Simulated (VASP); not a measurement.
# Ti4H3Pd2 (P4/mmm) in VASP: single point with LDA

Aim: the single point of Ti4H3Pd2 with LDA.

Everything below comes from runs of VASP 6.6.1. Logs are shortened: lines on timing, memory, paths and dates and some standing lists are left out, and cuts for length are marked.

## 1. The cell of the first run

The structure is tetragonal, space group P4/mmm (No. 123). Conventional cell: a = 2.857 Å, b = 2.857 Å, c = 12.653 Å, α = 90.00°, β = 90.00°, γ = 90.00°. Ti (site symmetry 4mm) has 4 H at 2.03 Å within 2.7 Å. Within 2.5 Å of Ti (site symmetry 4mm) lie 2 H at 1.89 to 2.20 Å. Within 2.7 Å of H (site symmetry 4/mmm) lie 4 Pd at 2.02 Å and 2 Ti at 2.20 Å. Within 2.5 Å of H (site symmetry 4mm) lie 5 Ti at 1.89 to 2.03 Å and 1 Pd at 2.24 Å. Within 2.7 Å of Pd (site symmetry 4/mmm) lie 4 H at 2.02 Å. Within 3.0 Å of Pd (site symmetry 4/mmm) lie 2 H at 2.24 Å and 4 Pd at 2.86 Å and 8 Ti at 2.87 Å.

## 2. Single point, LDA

Input file INCAR:

```
PREC = Accurate
ENCUT = 520
EDIFF = 1E-6
ISMEAR = -1
SIGMA = 0.05
LREAL = False
LASPH = True
NELM = 100
ALGO = Normal
ISIF = 2
LWAVE = False
LCHARG = False
GGA = CA
NBANDS = 46
```

Input file KPOINTS:

```
Automatic mesh
0
Gamma
  8 8 2
```

Input file POSCAR:

```
Ti4H3Pd2
1.0
    2.8571580000      0.0000000000      0.0000000000
    0.0000000000      2.8571580000      0.0000000000
    0.0000000000      0.0000000000     12.6525950000
Ti H Pd
4 3 2
Direct
    0.0000000000      0.0000000000      0.3390590000
    0.0000000000      0.0000000000      0.6609410000
    0.5000000000      0.5000000000      0.8265070000
    0.5000000000      0.5000000000      0.1734930000
    0.5000000000      0.5000000000      0.0000000000
    0.5000000000      0.5000000000      0.3228540000
    0.5000000000      0.5000000000      0.6771460000
    0.0000000000      0.0000000000      0.0000000000
    0.5000000000      0.5000000000      0.5000000000
```

Potentials or basis: VASP PAW LDA potentials, release 64 (Ti_sv, H, Pd).

Started as:

```bash
> cat potpaw_LDA.64/Ti_sv/POTCAR potpaw_LDA.64/H/POTCAR potpaw_LDA.64/Pd/POTCAR > POTCAR
> mpirun -np 1 vasp_std > vasp.out
```

OUTCAR:

```text
PREC = Accurate
   ENCUT = 520
   EDIFF = 1E-6
   ISMEAR = -1
   LREAL = False
   LASPH = True
   NELM = 100
   ISIF = 2
   GGA = CA

 ion  position               nearest neighbor table
   1  0.000  0.000  0.339-   9 2.87   9 2.87   9 2.87   9 2.87   4 2.91   4 2.91   4 2.91   4 2.91

   2  0.000  0.000  0.661-   9 2.87   9 2.87   9 2.87   9 2.87   3 2.91   3 2.91   3 2.91   3 2.91

   3  0.500  0.500  0.827-   7 1.89   2 2.91   2 2.91   2 2.91   2 2.91   8 2.98   8 2.98   8 2.98
                             8 2.98
   4  0.500  0.500  0.173-   6 1.89   1 2.91   1 2.91   1 2.91   1 2.91   8 2.98   8 2.98   8 2.98
                             8 2.98
   5  0.500  0.500  0.000-   8 2.02   8 2.02   8 2.02   8 2.02
   6  0.500  0.500  0.323-   4 1.89
   7  0.500  0.500  0.677-   3 1.89
   8  0.000  0.000  0.000-   5 2.02   5 2.02   5 2.02   5 2.02   4 2.98   4 2.98   3 2.98   4 2.98
                             3 2.98   3 2.98   4 2.98   3 2.98
   9  0.500  0.500  0.500-   1 2.87   2 2.87   1 2.87   2 2.87   1 2.87   2 2.87   1 2.87   2 2.87

  LATTYP: Found a simple tetragonal cell.
 ALAT       =     2.8571580000
 C/A-ratio  =     4.4283847796

  Lattice vectors:

 A1 = (   2.8571580000,   0.0000000000,   0.0000000000)
 A2 = (   0.0000000000,   2.8571580000,   0.0000000000)
 A3 = (   0.0000000000,   0.0000000000,  12.6525950000)

Analysis of symmetry for initial positions (statically):
=====================================================================
 Subroutine PRICEL returns:
 Original cell was already a primitive cell.

 Routine SETGRP: Setting up the symmetry group for a
 simple tetragonal supercell.

 Subroutine GETGRP returns: Found 16 space group operations
 (whereof 16 operations were pure point group operations)
 out of a pool of 16 trial point group operations.

The static configuration has the point symmetry D_4h.

Analysis of symmetry for dynamics (positions and initial velocities):
=====================================================================
 Subroutine PRICEL returns:
 Original cell was already a primitive cell.

 Routine SETGRP: Setting up the symmetry group for a
 simple tetragonal supercell.

 Subroutine GETGRP returns: Found 16 space group operations
 (whereof 16 operations were pure point group operations)
 out of a pool of 16 trial point group operations.

The dynamic configuration has the point symmetry D_4h.

 Subroutine INISYM returns: Found 16 space group operations
 (whereof 16 operations are pure point group operations),
 and found     1 'primitive' translations

----------------------------------------------------------------------------------------

                                     Primitive cell

  volume of cell :     103.2876

  direct lattice vectors                    reciprocal lattice vectors
     2.857158000  0.000000000  0.000000000     0.349998145  0.000000000  0.000000000
     0.000000000  2.857158000  0.000000000     0.000000000  0.349998145  0.000000000
     0.000000000  0.000000000 12.652595000     0.000000000  0.000000000  0.079035170

  length of vectors
     2.857158000  2.857158000 12.652595000     0.349998145  0.349998145  0.079035170

  position of ions in fractional coordinates (direct lattice)
     0.000000000  0.000000000  0.339059000
     0.000000000  0.000000000  0.660941000
     0.500000000  0.500000000  0.826507000
     0.500000000  0.500000000  0.173493000
     0.500000000  0.500000000  0.000000000
     0.500000000  0.500000000  0.322854000
     0.500000000  0.500000000  0.677146000
     0.000000000  0.000000000  0.000000000
     0.500000000  0.500000000  0.500000000

  ion indices of the primitive-cell ions
   primitive index   ion index
                 1           1
                 2           2
                 3           3
                 4           4
                 5           5
                 6           6
                 7           7
                 8           8
                 9           9

----------------------------------------------------------------------------------------

 KPOINTS: Automatic mesh

Automatic generation of k-mesh.
 Grid dimensions read from file:
 generate k-points for:    8    8    2

 Generating k-lattice:

  Cartesian coordinates                     Fractional coordinates (reciprocal lattice)
     0.043749768  0.000000000  0.000000000     0.125000000  0.000000000  0.000000000
     0.000000000  0.043749768  0.000000000     0.000000000  0.125000000  0.000000000
     0.000000000  0.000000000  0.039517585     0.000000000  0.000000000  0.500000000

  Length of vectors
     0.043749768  0.043749768  0.039517585

  Shift w.r.t. Gamma in fractional coordinates (k-lattice)
     0.000000000  0.000000000  0.000000000

 Subroutine IBZKPT returns following result:
 ===========================================

 Found     30 irreducible k-points:

 Following reciprocal coordinates:
            Coordinates               Weight
  0.000000  0.000000  0.000000      1.000000
  0.125000  0.000000  0.000000      4.000000
  0.250000  0.000000  0.000000      4.000000
  0.375000  0.000000  0.000000      4.000000
  0.500000  0.000000  0.000000      2.000000
  0.125000  0.125000  0.000000      4.000000
[... 16 lines left out ...]
  0.375000  0.125000  0.500000      8.000000
  0.500000  0.125000  0.500000      4.000000
 [... further k-points ...]
   k-points           NKPTS =     30   k-points in BZ     NKDIM =     30   number of bands    NBANDS=     46
   number of dos      NEDOS =    301   number of ions     NIONS =      9
   total plane-waves  NPLWV =  55296
   dimension x,y,z NGX =    24 NGY =   24 NGZ =   96
   dimension x,y,z NGXF=    48 NGYF=   48 NGZF=  192
   ions per type =               4   3   2
   NGX,Y,Z   is equivalent  to a cutoff of  13.96, 13.96, 12.61 a.u.
   NGXF,Y,Z  is equivalent  to a cutoff of  27.93, 27.93, 25.23 a.u.
 SYSTEM =  unknown system
   PREC   = accura    normal or accurate (medium, high low for compatibility)
   ISTART =      0    job   : 0-new  1-cont  2-samecut
   ICHARG =      2    charge: 1-file 2-atom 10-const
   ISPIN  =      1    spin polarized calculation?
   LNONCOLLINEAR =      F non collinear calculations
   LSORBIT =      F    spin-orbit coupling
   LASPH  =      T    aspherical Exc in radial PAW
   ENCUT  =  520.0 eV  38.22 Ry    6.18 a.u.   5.31  5.31 23.53*2*pi/ulx,y,z
   NELM   =    100;   NELMIN=  2; NELMDL= -5     # of ELM steps
   EDIFF  = 0.1E-05   stopping-criterion for ELM
   LREAL  =      F    real-space projection
   EDIFFG = 0.1E-04   stopping-criterion for IOM
   NSW    =      0    number of steps for IOM
   IBRION =     -1    ionic relax: 0-MD 1-quasi-New 2-CG
   NFREE  =      0    steps in history (QN), initial steepest desc. (CG)
   ISIF   =      2    stress and relaxation
   ISYM   =      2    0-nonsym 1-usesym 2-fastsym
   POTIM  = 0.5000    time-step for ionic-motion
   TEBEG  =    0.0;   TEEND  =   0.0 temperature during run
   PSTRESS=    0.0 pullay stress
   NELECT =      71.0000    total number of electrons
   NUPDOWN=      -1.0000    fix difference up-down
   EMIN   =  10.00;   EMAX   =-10.00  energy-range for DOS
   EFERMI =   0.00;   METHOD = LEGACY
   ISMEAR =    -1;   SIGMA  =   0.05  broadening in eV -4-tet -1-fermi 0-gaus
   EFERMI_NEDOS =   21; number of points for ismear=-14 and -15
   IALGO  =     38    algorithm
   IMIX   =      4    mixing-type and parameters
     AMIX     =   0.40;   BMIX     =  1.00
     AMIX_MAG =   1.60;   BMIX_MAG =  1.00
  volume/ion in A,a.u.               =      11.48        77.45
  Fermi-wavevector in a.u.,A,eV,Ry     =   1.444813  2.730300 28.401944  2.087484
  Thomas-Fermi vector in A             =   2.563065
   LORBIT       =      0    0 simple, 1 ext, 2 COOP (PROOUT), +10 PAW based schemes
   GGA     = CA    functional components
   LHFCALC =     F    Hartree Fock is set to
   AEXX    =    0.0000 exact exchange contribution
   IVDW    =     0    specifies the selected vdW correction
   LEPSILON=     F    determine dielectric tensor
   LRPA    =     F    only Hartree local field effects (RPA)
 non-spin polarized calculation
  energy-cutoff  :      520.00
  volume of cell :      103.29
 maximum number of plane-waves:      2816
 NGX is ok and might be reduce to    24
   NGX = 11   NGY = 11   NGZ = 47

 number of electron      70.9999993 magnetization

 Free energy of the ion-electron system (eV)
  ---------------------------------------------------
  ext. energy  EPLUGINS =         0.00000000
  ---------------------------------------------------
  free energy    TOTEN  =       -61.41615157 eV

  energy without entropy =      -61.35911607  energy(sigma->0) =      -61.38763382

 E-fermi :   8.8431     XC(G=0): -12.4136

 val. band max:        8.8128934187   @ k =   0.2500   0.1250   0.5000
 cond. band min:       8.8452637363   @ k =   0.1250   0.1250   0.0000
 fundamental gap:      0.0323703176
 Fermi energy:         8.8430928805

 k-point     1 :       0.0000    0.0000    0.0000
  band No.  band energies     occupation
      1     -47.3923      2.00000
      2     -47.3918      2.00000
      3     -47.2760      2.00000
      4     -47.2757      2.00000
      5     -24.1573      2.00000
      6     -24.1497      2.00000
[... 38 lines left out ...]
     45      11.3292      0.00000
     46      11.3689      0.00000

 k-point     2 :       0.1250    0.0000    0.0000
  band No.  band energies     occupation
      1     -47.3817      2.00000
      2     -47.3813      2.00000
      3     -47.2706      2.00000
      4     -47.2704      2.00000
      5     -24.1463      2.00000
      6     -24.1402      2.00000
[... 38 lines left out ...]
     45      10.9246      0.00000
     46      11.1236      0.00000

 k-point     3 :       0.2500    0.0000    0.0000
  band No.  band energies     occupation
      1     -47.3556      2.00000
      2     -47.3553      2.00000
      3     -47.2582      2.00000
      4     -47.2581      2.00000
      5     -24.1606      2.00000
      6     -24.1585      2.00000
[... 1018 lines left out ...]
     45      11.1721      0.00000
     46      11.2195      0.00000

 k-point    24 :       0.5000    0.1250    0.5000
  band No.  band energies     occupation
      1     -47.3083      2.00000
      2     -47.3082      2.00000
      3     -47.2354      2.00000
      4     -47.2354      2.00000
      5     -24.3318      2.00000
      6     -24.3299      2.00000
[... 38 lines left out ...]
     45      11.3057      0.00000
     46      11.5392      0.00000

 [... further k-points ...]
[... 5 lines left out ...]
  --------------------------------------------------------------------------------------
  -------------------------------------------------------------------------------------
  Total       -7.2685383     -7.2685383     -7.0756985      0.0000000      0.0000000     -0.0000000
  in kB     -112.7481815   -112.7481815   -109.7568866      0.0000000      0.0000000     -0.0000000
  external PRESSURE =    -111.7510832 kB  Pullay stress =       0.0000000 kB

 VOLUME and BASIS-vectors are now :
 -----------------------------------------------------------------------------
  energy-cutoff  :      520.00
  volume of cell :      103.29
      direct lattice vectors                 reciprocal lattice vectors
     2.857158000  0.000000000  0.000000000     0.349998145  0.000000000  0.000000000
     0.000000000  2.857158000  0.000000000     0.000000000  0.349998145  0.000000000
     0.000000000  0.000000000 12.652595000     0.000000000  0.000000000  0.079035170

 POSITION                                       TOTAL-FORCE (eV/Angst)
 -----------------------------------------------------------------------------------
      0.00000      0.00000      4.28998         0.000000      0.000000      0.055794
      0.00000      0.00000      8.36262         0.000000      0.000000     -0.055794
      1.42858      1.42858     10.45746        -0.000000     -0.000000     -0.051257
      1.42858      1.42858      2.19514         0.000000     -0.000000      0.051257
      1.42858      1.42858      0.00000         0.000000      0.000000      0.000000
      1.42858      1.42858      4.08494        -0.000000      0.000000      0.038119
      1.42858      1.42858      8.56765         0.000000      0.000000     -0.038119
      0.00000      0.00000      0.00000         0.000000      0.000000      0.000000
      1.42858      1.42858      6.32630         0.000000      0.000000      0.000000
 -----------------------------------------------------------------------------------
    total drift:                                0.000000     -0.000000      0.000000

  FREE ENERGIE OF THE ION-ELECTRON SYSTEM (eV)
  ---------------------------------------------------
  free  energy   TOTEN  =       -61.4161515717 eV

  energy  without entropy=      -61.3591160714  energy(sigma->0) =      -61.38763382
```

It took 2.1 min on 1 thread of Intel Xeon Platinum 8375C at 2.90GHz (Ice Lake), shared host; peak memory 0.26 GiB.

What came out:

| Item | Value |
| --- | --- |
| Free energy | -61.4162 eV |
| Pressure | -11.2 GPa |
| Largest force | 0.056 eV/Å |

Forces in eV/Å, atoms in the order of the input:
```
Ti   0.000  0.000  0.056
Ti   0.000  0.000 -0.056
Ti   0.000  0.000 -0.051
Ti   0.000  0.000  0.051
H    0.000  0.000  0.000
H    0.000  0.000  0.038
H    0.000  0.000 -0.038
Pd   0.000  0.000  0.000
Pd   0.000  0.000  0.000
```

Stress tensor (GPa, compression positive):
```
-11.27   0.00   0.00
  0.00 -11.27   0.00
  0.00   0.00 -10.98
```

Levels at points of the mesh, in eV from the Fermi level:
| k point | band 34 | band 35 | band 36 | band 37 | band 38 | band 39 |
| --- | --- | --- | --- | --- | --- | --- |
| (0.00, 0.00, 0.00) | -1.33 | -0.31 | -0.13 | -0.04 | 1.20 | 1.20 |
| (0.50, 0.00, 0.00) | -0.40 | -0.28 | -0.17 | -0.08 | 0.02 | 0.39 |
| (0.50, 0.50, 0.00) | -0.63 | 0.10 | 0.10 | 1.75 | 1.91 | 2.19 |
| (0.00, 0.00, 0.50) | -1.38 | -0.22 | -0.20 | 0.27 | 1.06 | 1.31 |
| (0.50, 0.00, 0.50) | -0.57 | -0.26 | -0.21 | -0.08 | 0.25 | 0.42 |
| (0.50, 0.50, 0.50) | -0.63 | 0.93 | 0.93 | 0.94 | 0.94 | 1.82 |
